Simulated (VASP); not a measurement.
# Tl (Fd-3m) in VASP: single point with PBEsol

Aim: the single point of Tl with PBEsol.

All numbers are computed with VASP 6.6.1; they aren't measurements. Logs are shortened: lines on timing, memory, paths and dates and some standing lists are left out, and cuts for length are marked.

### Step 1. The cell of the first run

It takes space group Fd-3m (No. 227, cubic). The conventional cell has a = 6.891 Å, b = 6.891 Å, c = 6.891 Å, α = 90.00°, β = 90.00°, γ = 90.00°. Within 3.9 Å of Tl (site symmetry -43m) lie 4 Tl at 2.98 Å.

### Step 2. Single point, PBEsol

File INCAR:

```
SYSTEM = Tl
PREC = Accurate ; ENCUT = 520
EDIFF = 1E-7 ; ISMEAR = -1
SIGMA = 0.13605693000000002 ; LREAL = .FALSE.
LASPH = .TRUE. ; NELM = 80
ALGO = Normal ; ISIF = 2
LWAVE = .FALSE. ; LCHARG = .FALSE.
GGA = PS ; NBANDS = 20
```

File KPOINTS:

```
Automatic mesh
0
G
  8 8 8
  0 0 0
```

File POSCAR:

```
Tl
1.0
    0.0000000000      3.4457484560      3.4457484560
    3.4457484560      0.0000000000      3.4457484560
    3.4457484560      3.4457484560      0.0000000000
Tl
2
Direct
    0.0000000000      0.0000000000      0.0000000000
    0.2500000000      0.2500000000      0.2500000000
```

Potentials or basis: VASP PAW PBE potentials, release 64 (Tl_d).

Launch:

```bash
$ cat potpaw_PBE.64/Tl_d/POTCAR > POTCAR
$ mpirun -np 1 vasp_std > vasp.out
```

OUTCAR:

```text
SYSTEM = Tl
   PREC = Accurate
   ENCUT = 520
   EDIFF = 1E-7
   ISMEAR = -1
   LREAL = .FALSE.
   LASPH = .TRUE.
   NELM = 80
   ISIF = 2
   GGA = PS

 ion  position               nearest neighbor table
   1  0.000  0.000  0.000-   2 2.98   2 2.98   2 2.98   2 2.98
   2  0.250  0.250  0.250-   1 2.98   1 2.98   1 2.98   1 2.98

  LATTYP: Found a face centered cubic cell.
 ALAT       =     6.8914969120

  Lattice vectors:

 A1 = (   0.0000000000,   3.4457484560,   3.4457484560)
 A2 = (   3.4457484560,   0.0000000000,   3.4457484560)
 A3 = (   3.4457484560,   3.4457484560,   0.0000000000)

Analysis of symmetry for initial positions (statically):
=====================================================================
 Subroutine PRICEL returns:
 Original cell was already a primitive cell.

 Routine SETGRP: Setting up the symmetry group for a
 face centered cubic supercell.

 Subroutine GETGRP returns: Found 48 space group operations
 (whereof 24 operations were pure point group operations)
 out of a pool of 48 trial point group operations.

The static configuration has the point symmetry T_d .
 The point group associated with its full space group is O_h .

Analysis of symmetry for dynamics (positions and initial velocities):
=====================================================================
 Subroutine PRICEL returns:
 Original cell was already a primitive cell.

 Routine SETGRP: Setting up the symmetry group for a
 face centered cubic supercell.

 Subroutine GETGRP returns: Found 48 space group operations
 (whereof 24 operations were pure point group operations)
 out of a pool of 48 trial point group operations.

The dynamic configuration has the point symmetry T_d .
 The point group associated with its full space group is O_h .

 Subroutine INISYM returns: Found 48 space group operations
 (whereof 24 operations are pure point group operations),
 and found     1 'primitive' translations

----------------------------------------------------------------------------------------

                                     Primitive cell

  volume of cell :      81.8240

  direct lattice vectors                    reciprocal lattice vectors
     0.000000000  3.445748456  3.445748456    -0.145106355  0.145106355  0.145106355
     3.445748456  0.000000000  3.445748456     0.145106355 -0.145106355  0.145106355
     3.445748456  3.445748456  0.000000000     0.145106355  0.145106355 -0.145106355

  length of vectors
     4.873024199  4.873024199  4.873024199     0.251331580  0.251331580  0.251331580

  position of ions in fractional coordinates (direct lattice)
     0.000000000  0.000000000  0.000000000
     0.250000000  0.250000000  0.250000000

  ion indices of the primitive-cell ions
   primitive index   ion index
                 1           1
                 2           2

----------------------------------------------------------------------------------------

 KPOINTS: Automatic mesh

Automatic generation of k-mesh.
 Grid dimensions read from file:
 generate k-points for:    8    8    8

 Generating k-lattice:

  Cartesian coordinates                     Fractional coordinates (reciprocal lattice)
    -0.018138294  0.018138294  0.018138294     0.125000000  0.000000000  0.000000000
     0.018138294 -0.018138294  0.018138294     0.000000000  0.125000000  0.000000000
     0.018138294  0.018138294 -0.018138294     0.000000000  0.000000000  0.125000000

  Length of vectors
     0.031416448  0.031416448  0.031416448

  Shift w.r.t. Gamma in fractional coordinates (k-lattice)
     0.000000000  0.000000000  0.000000000

 Subroutine IBZKPT returns following result:
 ===========================================

 Found     29 irreducible k-points:

 Following reciprocal coordinates:
            Coordinates               Weight
  0.000000  0.000000  0.000000      1.000000
  0.125000  0.000000  0.000000      8.000000
  0.250000  0.000000  0.000000      8.000000
  0.375000  0.000000  0.000000      8.000000
  0.500000  0.000000  0.000000      4.000000
  0.125000  0.125000  0.000000      6.000000
[... 16 lines left out ...]
  0.500000  0.250000  0.125000     48.000000
 -0.375000  0.250000  0.125000     24.000000
 [... further k-points ...]
   k-points           NKPTS =     29   k-points in BZ     NKDIM =     29   number of bands    NBANDS=     20
   number of dos      NEDOS =    301   number of ions     NIONS =      2
   total plane-waves  NPLWV =  46656
   dimension x,y,z NGX =    36 NGY =   36 NGZ =   36
   dimension x,y,z NGXF=    72 NGYF=   72 NGZF=   72
   ions per type =               2
   NGX,Y,Z   is equivalent  to a cutoff of  12.28, 12.28, 12.28 a.u.
   NGXF,Y,Z  is equivalent  to a cutoff of  24.56, 24.56, 24.56 a.u.
 SYSTEM =  Tl
   PREC   = accura    normal or accurate (medium, high low for compatibility)
   ISTART =      0    job   : 0-new  1-cont  2-samecut
   ICHARG =      2    charge: 1-file 2-atom 10-const
   ISPIN  =      1    spin polarized calculation?
   LNONCOLLINEAR =      F non collinear calculations
   LSORBIT =      F    spin-orbit coupling
   LASPH  =      T    aspherical Exc in radial PAW
   ENCUT  =  520.0 eV  38.22 Ry    6.18 a.u.   9.06  9.06  9.06*2*pi/ulx,y,z
   NELM   =     80;   NELMIN=  2; NELMDL= -5     # of ELM steps
   EDIFF  = 0.1E-06   stopping-criterion for ELM
   LREAL  =      F    real-space projection
   EDIFFG = 0.1E-05   stopping-criterion for IOM
   NSW    =      0    number of steps for IOM
   IBRION =     -1    ionic relax: 0-MD 1-quasi-New 2-CG
   NFREE  =      0    steps in history (QN), initial steepest desc. (CG)
   ISIF   =      2    stress and relaxation
   ISYM   =      2    0-nonsym 1-usesym 2-fastsym
   POTIM  = 0.5000    time-step for ionic-motion
   TEBEG  =    0.0;   TEEND  =   0.0 temperature during run
   PSTRESS=    0.0 pullay stress
   NELECT =      26.0000    total number of electrons
   NUPDOWN=      -1.0000    fix difference up-down
   EMIN   =  10.00;   EMAX   =-10.00  energy-range for DOS
   EFERMI =   0.00;   METHOD = LEGACY
   ISMEAR =    -1;   SIGMA  =   0.14  broadening in eV -4-tet -1-fermi 0-gaus
   EFERMI_NEDOS =   21; number of points for ismear=-14 and -15
   IALGO  =     38    algorithm
   IMIX   =      4    mixing-type and parameters
     AMIX     =   0.40;   BMIX     =  1.00
     AMIX_MAG =   1.60;   BMIX_MAG =  1.00
  volume/ion in A,a.u.               =      40.91       276.09
  Fermi-wavevector in a.u.,A,eV,Ry     =   1.117135  2.111079 16.979947  1.247991
  Thomas-Fermi vector in A             =   2.253755
   LORBIT       =      0    0 simple, 1 ext, 2 COOP (PROOUT), +10 PAW based schemes
   GGA     = PS    functional components
   LHFCALC =     F    Hartree Fock is set to
   AEXX    =    0.0000 exact exchange contribution
   IVDW    =     0    specifies the selected vdW correction
   LEPSILON=     F    determine dielectric tensor
   LRPA    =     F    only Hartree local field effects (RPA)
 non-spin polarized calculation
  energy-cutoff  :      520.00
  volume of cell :       81.82
 maximum number of plane-waves:      2229
   NGX = 19   NGY = 19   NGZ = 19

 number of electron      25.9999991 magnetization

 Free energy of the ion-electron system (eV)
  ---------------------------------------------------
  ext. energy  EPLUGINS =         0.00000000
  ---------------------------------------------------
  free energy    TOTEN  =        -4.42105334 eV

  energy without entropy =       -4.31914283  energy(sigma->0) =       -4.37009809

 E-fermi :   3.1114     XC(G=0):  -8.4199

 val. band max:        3.0178479269   @ k =   0.3750   0.3750   0.0000
 cond. band min:       3.1155505776   @ k =  -0.2500   0.3750   0.1250
 fundamental gap:      0.0977026507
 Fermi energy:         3.1113518331

 k-point     1 :       0.0000    0.0000    0.0000
  band No.  band energies     occupation
      1      -8.7122      2.00000
      2      -8.7122      2.00000
      3      -8.7122      2.00000
      4      -8.6256      2.00000
      5      -8.6256      2.00000
      6      -8.0049      2.00000
[... 12 lines left out ...]
     19       8.1270      0.00000
     20      11.8476      0.00000

 k-point     2 :       0.1250    0.0000    0.0000
  band No.  band energies     occupation
      1      -8.7374      2.00000
      2      -8.7374      2.00000
      3      -8.7102      2.00000
      4      -8.5888      2.00000
      5      -8.5888      2.00000
      6      -8.0294      2.00000
[... 12 lines left out ...]
     19       9.3393      0.00000
     20      11.3171      0.00000

 k-point     3 :       0.2500    0.0000    0.0000
  band No.  band energies     occupation
      1      -8.7642      2.00000
      2      -8.7642      2.00000
      3      -8.7054      2.00000
      4      -8.5382      2.00000
      5      -8.5382      2.00000
      6      -8.0851      2.00000
[... 12 lines left out ...]
     19       9.8194      0.00000
     20      11.3681      0.00000

 k-point     4 :       0.3750    0.0000    0.0000
  band No.  band energies     occupation
      1      -8.7741      2.00000
      2      -8.7741      2.00000
      3      -8.7005      2.00000
      4      -8.5118      2.00000
      5      -8.5118      2.00000
      6      -8.1369      2.00000
[... 12 lines left out ...]
     19      10.4443      0.00000
     20      12.0878      0.00000

 k-point     5 :       0.5000    0.0000    0.0000
  band No.  band energies     occupation
      1      -8.7752      2.00000
      2      -8.7752      2.00000
      3      -8.6984      2.00000
      4      -8.5065      2.00000
      5      -8.5065      2.00000
      6      -8.1575      2.00000
[... 12 lines left out ...]
     19      12.3690      0.00000
     20      12.6089      0.00000
[... 353 lines left out ...]
      6      -8.2640      2.00000
[... 12 lines left out ...]
     19      13.0304      0.00000
     20      13.0304      0.00000

 k-point    22 :       0.3750    0.2500    0.1250
  band No.  band energies     occupation
      1      -8.7970      2.00000
      2      -8.7805      2.00000
      3      -8.6911      2.00000
      4      -8.5166      2.00000
      5      -8.4310      2.00000
      6      -8.2632      2.00000
[... 12 lines left out ...]
     19      11.1377      0.00000
     20      11.6796      0.00000

 k-point    23 :       0.5000    0.2500    0.1250
  band No.  band energies     occupation
      1      -8.8236      2.00000
      2      -8.8015      2.00000
      3      -8.6434      2.00000
      4      -8.4743      2.00000
      5      -8.3949      2.00000
      6      -8.2946      2.00000
[... 12 lines left out ...]
     19      11.7484      0.00000
     20      12.0150      0.00000

 k-point    24 :      -0.3750    0.2500    0.1250
  band No.  band energies     occupation
      1      -8.8378      2.00000
      2      -8.8040      2.00000
      3      -8.6216      2.00000
      4      -8.4437      2.00000
      5      -8.4008      2.00000
      6      -8.2939      2.00000
[... 12 lines left out ...]
     19      11.0994      0.00000
     20      12.0626      0.00000

 [... further k-points ...]
[... 5 lines left out ...]
  --------------------------------------------------------------------------------------
  -------------------------------------------------------------------------------------
  Total       -0.0299194     -0.0299194     -0.0299194      0.0000000     -0.0000000     -0.0000000
  in kB       -0.5858450     -0.5858450     -0.5858450      0.0000000     -0.0000000     -0.0000000
  external PRESSURE =      -0.5858450 kB  Pullay stress =       0.0000000 kB

 VOLUME and BASIS-vectors are now :
 -----------------------------------------------------------------------------
  energy-cutoff  :      520.00
  volume of cell :       81.82
      direct lattice vectors                 reciprocal lattice vectors
     0.000000000  3.445748456  3.445748456    -0.145106355  0.145106355  0.145106355
     3.445748456  0.000000000  3.445748456     0.145106355 -0.145106355  0.145106355
     3.445748456  3.445748456  0.000000000     0.145106355  0.145106355 -0.145106355

 POSITION                                       TOTAL-FORCE (eV/Angst)
 -----------------------------------------------------------------------------------
      0.00000      0.00000      0.00000         0.000000      0.000000      0.000000
      1.72287      1.72287      1.72287        -0.000000     -0.000000     -0.000000
 -----------------------------------------------------------------------------------
    total drift:                                0.000000      0.000000     -0.000000

  FREE ENERGIE OF THE ION-ELECTRON SYSTEM (eV)
  ---------------------------------------------------
  free  energy   TOTEN  =        -4.4210533440 eV

  energy  without entropy=       -4.3191428262  energy(sigma->0) =       -4.37009809
```

Run time: 94 s. Hardware: 1 thread of AMD EPYC 7R13, shared host; peak memory 0.18 GiB.

What came out:

```
Free energy            : -4.4211 eV
Pressure               : -0.1 GPa
Band gap on the k mesh : zero (band 13 reaches 5.57 eV, above the bottom of band 14 at 2.18 eV)
```

Levels at points of the mesh, in eV from the Fermi level:
```tsv
k point	band 10	band 11	band 12	band 13	band 14	band 15	band 16	band 17
(0.00, 0.00, 0.00)	-11.02	-8.95	-0.78	2.46	2.46	2.46	4.14	4.14
(0.50, 0.00, 0.00)	-10.97	-7.31	-4.74	0.95	1.11	1.11	5.17	5.17
(0.50, 0.50, 0.00)	-10.92	-5.96	-5.96	-0.34	-0.34	2.34	2.34	9.29
```

Caveat: the PAW data sets were made with another functional, which shifts forces and pressure a little; spin-orbit coupling is left out, which moves the levels of the heavy elements.
